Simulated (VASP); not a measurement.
Runs of VASP 6.6.1 on CdSe. The structure is that of space group P6_3mc (No. 186), or close to it. The cells are those of the table. 

| level | cell | cutoff (eV) | smearing | gap on the mesh (eV) | pressure (GPa) |
| --- | --- | --- | --- | --- | --- |
| PBE | a = 4.211, b = 4.211, c = 6.864 Å, angles 90.0, 90.0, 120.0°, 4 atoms | 500 | fermi-dirac 0.02 eV | 0.81 | 7.6 |
| PBE | a = 4.471, b = 4.471, c = 7.289 Å, angles 90.0, 90.0, 120.0°, 4 atoms | 500 | fermi-dirac 0.02 eV | 0.42 | (b) |
| PBE | a = 4.254, b = 4.254, c = 6.935 Å, angles 90.0, 90.0, 120.0°, 4 atoms | 500 | fermi-dirac 0.02 eV | 0.75 | (c) |
| r2SCAN | a = 4.471, b = 4.471, c = 7.289 Å, angles 90.0, 90.0, 120.0°, 4 atoms | 550 | gaussian 0.01 eV | 0.88 | -3.6 |
| PBE | a = 4.297, b = 4.297, c = 7.006 Å, angles 90.0, 90.0, 120.0°, 4 atoms | 500 | fermi-dirac 0.02 eV | 0.68 | 3.4 |
| PBE | a = 4.428, b = 4.428, c = 7.218 Å, angles 90.0, 90.0, 120.0°, 4 atoms | 500 | fermi-dirac 0.02 eV | 0.48 | -1.0 |
| r2SCAN | a = 4.514, b = 4.514, c = 7.360 Å, angles 90.0, 90.0, 120.0°, 4 atoms | 550 | gaussian 0.01 eV | 0.81 | -4.5 |
| PBE | a = 4.384, b = 4.384, c = 7.147 Å, angles 90.0, 90.0, 120.0°, 4 atoms | 500 | fermi-dirac 0.02 eV | (a) | 0.3 |
| PBE | a = 4.167, b = 4.167, c = 6.794 Å, angles 90.0, 90.0, 120.0°, 4 atoms | 500 | fermi-dirac 0.02 eV | 0.88 | 10.2 |

Alike in all rows: task single point; potentials or basis VASP PAW PBE potentials, release 64 (Cd, Se); no spin polarisation; k mesh 12 × 12 × 4.

Question: Estimate the missing entries.

Answer: (a) 0.54; (b) -2.1; (c) 5.4.

Caveats: the cell stands under pressure (at least some runs); the cell stands under tension (at least some runs); the PAW data sets were made with another functional, which shifts forces and pressure a little (at least some runs).

A k mesh can miss the band edges, and the runs leave out spin-orbit coupling on Cd, Se.
